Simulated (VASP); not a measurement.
# MoS2 (P6_3/mmc) in VASP: relaxation of cell and atoms with PBE

Aim: the relaxation of cell and atoms of MoS2 with PBE.

Everything below comes from runs of VASP 6.6.1. Logs are shortened: lines on timing, memory, paths and dates and some standing lists are left out, and cuts for length are marked.

### 1 The cell of the first run

Symmetry: P6_3/mmc, No. 194, hexagonal system. Conventional cell: a = 3.185 Å, b = 3.185 Å, c = 14.808 Å, α = 90.00°, β = 90.00°, γ = 120.00°. Within 3.2 Å of Mo (site symmetry -6m2) lie 6 S at 2.41 Å and 6 Mo at 3.19 Å. Within 3.2 Å of S (site symmetry 3m) lie 3 Mo at 2.41 Å and 7 S at 3.13 to 3.19 Å.

### 2 Relaxation of cell and atoms, PBE

File INCAR:

```
SYSTEM = MoS2
ALGO = Normal
EDIFF = 1E-7
EDIFFG = -0.01
ENCUT = 600
GGA = PE
IBRION = 2
ISIF = 3
ISMEAR = 0
LASPH = .TRUE.
LCHARG = .FALSE.
LREAL = .FALSE.
LWAVE = .FALSE.
NELM = 60
NSW = 100
PREC = Accurate
SIGMA = 0.02
```

File KPOINTS:

```
k-points
0
G
  12 12 2
  0 0 0
```

File POSCAR:

```
MoS2
1.0
    3.1850687626      0.0000000000      0.0000000000
   -1.5925343813      2.7583504612      0.0000000000
    0.0000000000      0.0000000000     14.8079937081
Mo S
2 4
Direct
    0.6666666667      0.3333333333      0.2500000000
    0.3333333333      0.6666666667      0.7500000000
    0.6666666667      0.3333333333      0.6444803424
    0.3333333333      0.6666666667      0.3555196576
    0.6666666667      0.3333333333      0.8555196576
    0.3333333333      0.6666666667      0.1444803424
```

Potentials or basis: VASP PAW PBE potentials, release 64 (Mo_sv, S).

Command:

```bash
> cat potpaw_PBE.64/Mo_sv/POTCAR potpaw_PBE.64/S/POTCAR > POTCAR
> mpirun -np 1 vasp_std > vasp.out
```

OUTCAR:

```text
SYSTEM = MoS2
   EDIFF = 1E-7
   EDIFFG = -0.01
   ENCUT = 600
   GGA = PE
   IBRION = 2
   ISIF = 3
   ISMEAR = 0
   LASPH = .TRUE.
   LREAL = .FALSE.
   NELM = 60
   NSW = 100
   PREC = Accurate

 ion  position               nearest neighbor table
   1  0.667  0.333  0.250-   4 2.41   6 2.41   4 2.41   6 2.41   4 2.41   6 2.41
   2  0.333  0.667  0.750-   3 2.41   5 2.41   3 2.41   5 2.41   3 2.41   5 2.41
   3  0.667  0.333  0.644-   2 2.41   2 2.41   2 2.41
   4  0.333  0.667  0.356-   1 2.41   1 2.41   1 2.41
   5  0.667  0.333  0.856-   2 2.41   2 2.41   2 2.41
   6  0.333  0.667  0.144-   1 2.41   1 2.41   1 2.41

  LATTYP: Found a hexagonal cell.
 ALAT       =     3.1850687626
 C/A-ratio  =     4.6491912143

  Lattice vectors:

 A1 = (   3.1850687626,   0.0000000000,   0.0000000000)
 A2 = (  -1.5925343813,   2.7583504612,   0.0000000000)
 A3 = (   0.0000000000,   0.0000000000,  14.8079937081)

Analysis of symmetry for initial positions (statically):
=====================================================================
 Subroutine PRICEL returns:
 Original cell was already a primitive cell.

 Routine SETGRP: Setting up the symmetry group for a
 hexagonal supercell.

 Subroutine GETGRP returns: Found 24 space group operations
 (whereof 12 operations were pure point group operations)
 out of a pool of 24 trial point group operations.

The static configuration has the point symmetry D_3d.
 The point group associated with its full space group is D_6h.

Analysis of symmetry for dynamics (positions and initial velocities):
=====================================================================
 Subroutine PRICEL returns:
 Original cell was already a primitive cell.

 Routine SETGRP: Setting up the symmetry group for a
 hexagonal supercell.

 Subroutine GETGRP returns: Found 24 space group operations
 (whereof 12 operations were pure point group operations)
 out of a pool of 24 trial point group operations.

The dynamic configuration has the point symmetry D_3d.
 The point group associated with its full space group is D_6h.

 Subroutine INISYM returns: Found 24 space group operations
 (whereof 12 operations are pure point group operations),
 and found     1 'primitive' translations

----------------------------------------------------------------------------------------

                                     Primitive cell

  volume of cell :     130.0962

  direct lattice vectors                    reciprocal lattice vectors
     3.185068763  0.000000000  0.000000000     0.313964964  0.181267757  0.000000000
    -1.592534381  2.758350461  0.000000000     0.000000000  0.362535513  0.000000000
     0.000000000  0.000000000 14.807993708     0.000000000  0.000000000  0.067531093

  length of vectors
     3.185068763  3.185068763 14.807993708     0.362535513  0.362535513  0.067531093

  position of ions in fractional coordinates (direct lattice)
     0.666666667  0.333333333  0.250000000
     0.333333333  0.666666667  0.750000000
     0.666666667  0.333333333  0.644480342
     0.333333333  0.666666667  0.355519658
     0.666666667  0.333333333  0.855519658
     0.333333333  0.666666667  0.144480342

  ion indices of the primitive-cell ions
   primitive index   ion index
                 1           1
                 2           2
                 3           3
                 4           4
                 5           5
                 6           6

----------------------------------------------------------------------------------------

 KPOINTS: k-points

Automatic generation of k-mesh.
 Grid dimensions read from file:
 generate k-points for:   12   12    2

 Generating k-lattice:

  Cartesian coordinates                     Fractional coordinates (reciprocal lattice)
     0.026163747  0.015105646  0.000000000     0.083333333  0.000000000  0.000000000
     0.000000000  0.030211293  0.000000000     0.000000000  0.083333333  0.000000000
     0.000000000  0.000000000  0.033765546     0.000000000  0.000000000  0.500000000

  Length of vectors
     0.030211293  0.030211293  0.033765546

  Shift w.r.t. Gamma in fractional coordinates (k-lattice)
     0.000000000  0.000000000  0.000000000

 Subroutine IBZKPT returns following result:
 ===========================================

 Found     38 irreducible k-points:

 Following reciprocal coordinates:
            Coordinates               Weight
  0.000000  0.000000  0.000000      1.000000
  0.083333 -0.000000  0.000000      6.000000
  0.166667  0.000000  0.000000      6.000000
  0.250000  0.000000  0.000000      6.000000
  0.333333  0.000000  0.000000      6.000000
  0.416667  0.000000  0.000000      6.000000
[... 16 lines left out ...]
  0.250000  0.000000  0.500000      6.000000
  0.333333  0.000000  0.500000      6.000000
 [... further k-points ...]
   k-points           NKPTS =     38   k-points in BZ     NKDIM =     38   number of bands    NBANDS=     31
   number of dos      NEDOS =    301   number of ions     NIONS =      6
   total plane-waves  NPLWV =  94080
   dimension x,y,z NGX =    28 NGY =   28 NGZ =  120
   dimension x,y,z NGXF=    56 NGYF=   56 NGZF=  240
   ions per type =               2   4
   NGX,Y,Z   is equivalent  to a cutoff of  14.61, 14.61, 13.47 a.u.
   NGXF,Y,Z  is equivalent  to a cutoff of  29.23, 29.23, 26.94 a.u.
 SYSTEM =  MoS2
   PREC   = accura    normal or accurate (medium, high low for compatibility)
   ISTART =      0    job   : 0-new  1-cont  2-samecut
   ICHARG =      2    charge: 1-file 2-atom 10-const
   ISPIN  =      1    spin polarized calculation?
   LNONCOLLINEAR =      F non collinear calculations
   LSORBIT =      F    spin-orbit coupling
   LASPH  =      T    aspherical Exc in radial PAW
   ENCUT  =  600.0 eV  44.10 Ry    6.64 a.u.   6.36  6.36 29.58*2*pi/ulx,y,z
   NELM   =     60;   NELMIN=  2; NELMDL= -5     # of ELM steps
   EDIFF  = 0.1E-06   stopping-criterion for ELM
   LREAL  =      F    real-space projection
   EDIFFG = -.1E-01   stopping-criterion for IOM
   NSW    =    100    number of steps for IOM
   IBRION =      2    ionic relax: 0-MD 1-quasi-New 2-CG
   NFREE  =      1    steps in history (QN), initial steepest desc. (CG)
   ISIF   =      3    stress and relaxation
   ISYM   =      2    0-nonsym 1-usesym 2-fastsym
   POTIM  = 0.5000    time-step for ionic-motion
   TEBEG  =    0.0;   TEEND  =   0.0 temperature during run
   PSTRESS=    0.0 pullay stress
   NELECT =      52.0000    total number of electrons
   NUPDOWN=      -1.0000    fix difference up-down
   EMIN   =  10.00;   EMAX   =-10.00  energy-range for DOS
   EFERMI =   0.00;   METHOD = LEGACY
   ISMEAR =     0;   SIGMA  =   0.02  broadening in eV -4-tet -1-fermi 0-gaus
   EFERMI_NEDOS =   21; number of points for ismear=-14 and -15
   IALGO  =     38    algorithm
   IMIX   =      4    mixing-type and parameters
     AMIX     =   0.40;   BMIX     =  1.00
     AMIX_MAG =   1.60;   BMIX_MAG =  1.00
  volume/ion in A,a.u.               =      21.68       146.32
  Fermi-wavevector in a.u.,A,eV,Ry     =   1.205927  2.278872 19.786417  1.454261
  Thomas-Fermi vector in A             =   2.341609
   LORBIT       =      0    0 simple, 1 ext, 2 COOP (PROOUT), +10 PAW based schemes
   GGA     = PE    functional components
   LHFCALC =     F    Hartree Fock is set to
   AEXX    =    0.0000 exact exchange contribution
   IVDW    =     0    specifies the selected vdW correction
   LEPSILON=     F    determine dielectric tensor
   LRPA    =     F    only Hartree local field effects (RPA)
 conjugate gradient relaxation of ions
 non-spin polarized calculation
 Gauss-broadening in eV      SIGMA  =   0.02
  energy-cutoff  :      600.00
  volume of cell :      130.10
 maximum number of plane-waves:      4372
 NGX is ok and might be reduce to    28
   NGX = 13   NGY = 13   NGZ = 59

--------------------------------------- Ionic step        1  -------------------------------------------

 number of electron      51.9999996 magnetization

 Free energy of the ion-electron system (eV)
  ---------------------------------------------------
  ext. energy  EPLUGINS =         0.00000000
  ---------------------------------------------------
  free energy    TOTEN  =       -43.71692431 eV

  energy without entropy =      -43.71692431  energy(sigma->0) =      -43.71692431

------------------------ aborting loop because EDIFF is reached ----------------------------------------

  FORCE on cell =-STRESS in cart. coord.  units (eV):
  Direction    XX          YY          ZZ          XY          YZ          ZX
  --------------------------------------------------------------------------------------
  -------------------------------------------------------------------------------------
  Total       -0.0724578     -0.0724578     -0.1072814     -0.0000000      0.0000000      0.0000000
  in kB       -0.8923421     -0.8923421     -1.3212057     -0.0000000      0.0000000      0.0000000
  external PRESSURE =      -1.0352966 kB  Pullay stress =       0.0000000 kB
[... 65 lines left out ...]
  energy  without entropy=      -43.7168366450  energy(sigma->0) =      -43.71683664

--------------------------------------- Ionic step        3  -------------------------------------------

 number of electron      51.9999996 magnetization

 Free energy of the ion-electron system (eV)
  ---------------------------------------------------
  ext. energy  EPLUGINS =         0.00000000
  ---------------------------------------------------
  free energy    TOTEN  =       -43.71696017 eV

  energy without entropy =      -43.71696017  energy(sigma->0) =      -43.71696017

 E-fermi :   5.0813     XC(G=0):  -9.4432

 val. band max:        4.7959754883   @ k =   0.0000   0.0000   0.0000
 cond. band min:       6.2537364339   @ k =   0.3333   0.3333   0.0000
 fundamental gap:      1.4577609456
 Fermi energy:         5.0812506954

 k-point     1 :       0.0000    0.0000    0.0000
  band No.  band energies     occupation
      1     -56.2784      2.00000
      2     -56.2784      2.00000
      3     -30.4172      2.00000
      4     -30.4171      2.00000
      5     -30.2149      2.00000
      6     -30.2149      2.00000
[... 805 lines left out ...]
     30       6.9234      0.00000
     31       8.0071      0.00000

 [... further k-points ...]

------------------------ aborting loop because EDIFF is reached ----------------------------------------

  FORCE on cell =-STRESS in cart. coord.  units (eV):
  Direction    XX          YY          ZZ          XY          YZ          ZX
  --------------------------------------------------------------------------------------
  -------------------------------------------------------------------------------------
  Total       -0.0013195     -0.0013195     -0.0044985      0.0000000      0.0000000      0.0000000
  in kB       -0.0162621     -0.0162621     -0.0554401      0.0000000      0.0000000      0.0000000
  external PRESSURE =      -0.0293214 kB  Pullay stress =       0.0000000 kB
[... 21 lines left out ...]
  FREE ENERGIE OF THE ION-ELECTRON SYSTEM (eV)
  ---------------------------------------------------
  free  energy   TOTEN  =       -43.7169601701 eV

  energy  without entropy=      -43.7169601701  energy(sigma->0) =      -43.71696017

 reached required accuracy - stopping structural energy minimisation
```

Wall time 8.6 min (1 thread of Oxide Virtual Turin-like, shared host); peak memory 0.36 GiB.

What came out:

* Free energy: -43.7170 eV
* Relaxed volume: 21.67 Å³/atom
* Relaxed cell: a = 3.184 Å, b = 3.184 Å, c = 14.803 Å, α = 90.00°, β = 90.00°, γ = 120.00°
* Space group after relaxing (to 0.05 Å): P6_3/mmc (No. 194)
* Energy gained by relaxing: 0.0 meV/atom
* Ionic steps: 3
* Pressure after relaxing: 0.0 GPa
* Largest force after relaxing: 0.005 eV/Å
* Band gap on the k mesh: 1.46 eV, indirect (least direct gap 1.67 eV)

Forces in eV/Å, atoms in the order of the input:
```
Mo   0.000  0.000  0.000
Mo   0.000  0.000  0.000
S    0.000  0.000 -0.005
S    0.000  0.000  0.005
S    0.000  0.000  0.005
S    0.000  0.000 -0.005
```

Final structure:
```cif
data_structure
_symmetry_space_group_name_H-M 'P 1'
_symmetry_Int_Tables_number 1
_cell_length_a 3.1844
_cell_length_b 3.1844
_cell_length_c 14.8035
_cell_angle_alpha 90.000
_cell_angle_beta 90.000
_cell_angle_gamma 120.000
_cell_volume 130.00
loop_
_atom_site_label
_atom_site_type_symbol
_atom_site_fract_x
_atom_site_fract_y
_atom_site_fract_z
_atom_site_occupancy
Mo1 Mo 0.66667 0.33333 0.25000 1
Mo2 Mo 0.33333 0.66667 0.75000 1
S1 S 0.66667 0.33333 0.64449 1
S2 S 0.33333 0.66667 0.35551 1
S3 S 0.66667 0.33333 0.85551 1
S4 S 0.33333 0.66667 0.14449 1
```

Caveat: this functional lacks dispersion, which binds the layers, so the pressure and a relaxed spacing across them are unreliable.
